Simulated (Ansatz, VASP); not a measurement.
**Hf in VASP and in Ansatz**

Contents of INCAR:

```
SYSTEM = Hf
PREC = Accurate
ENCUT = 520
EDIFF = 1E-7
ISMEAR = 0
SIGMA = 0.15
LREAL = .FALSE.
LASPH = .TRUE.
NELM = 100
ALGO = Normal
ISIF = 2
LWAVE = .FALSE.
LCHARG = .FALSE.
NBANDS = 11
```

File KPOINTS:

```
Automatic mesh
0
G
  18 18 18
  0 0 0
```

POSCAR

```
Hf
1.0
    0.0000000000      2.2200000000      2.0424000000
    2.2200000000      0.0000000000      2.0424000000
    2.2200000000      2.2200000000      0.0000000000
Hf
1
Direct
    0.0000000000      0.0000000000      0.0000000000
```

Input for Ansatz:

```yaml
crystal:
  lattice:
    - [0.0, 2.22, 2.0424]
    - [2.22, 0.0, 2.0424]
    - [2.22, 2.22, 0.0]
  atoms:
    - { symbol: Hf, position: [0.0, 0.0, 0.0] }
basis:
  ecutwfc: 420
kpoints:
  mp_grid: { grid: [18, 18, 18] }
hamiltonian:
  xc: lda
scf:
  occupations: { method: gaussian, width: 0.15 }
output:
  forces: true
  stress: true
  eigenvalues: true
```

Change from the starting cell: strain +0.000 along x and y, -0.080 along z, atoms carried along.

Alike in both runs: task single point; functional LDA; k mesh 18 × 18 × 18; occupations gaussian, width 0.15 eV; no spin polarisation.

|  | VASP | Ansatz |
| --- | --- | --- |
| version | VASP 6.6.1 | Ansatz 0.2.0 |
| potentials or method | VASP PAW LDA potentials, release 64 (Hf_pv), cutoff 520 eV | scalar-relativistic, plane waves, PAW |
| valence electrons in the cell | 10 | 26 |

|  | VASP | Ansatz | Ansatz less VASP |
| --- | --- | --- | --- |
| gap on the k mesh at the Fermi level (eV) | none | none | - |
| pressure (GPa) | 3.5 | 3.4 | -0.05 |
| traceless stress, the component that is largest in VASP (GPa) | 2.47 | 2.44 | -0.025 |

LDA's correlation is that of Perdew and Zunger in VASP and of Perdew and Wang (1992) in Ansatz. A gap of «none» marks a metal or a gap that the smearing closes. VASP's potentials hold 10 valence electrons a cell and Ansatz's 26, so a difference there can come from the potentials and not from the codes.

Neither program's run includes spin-orbit coupling.
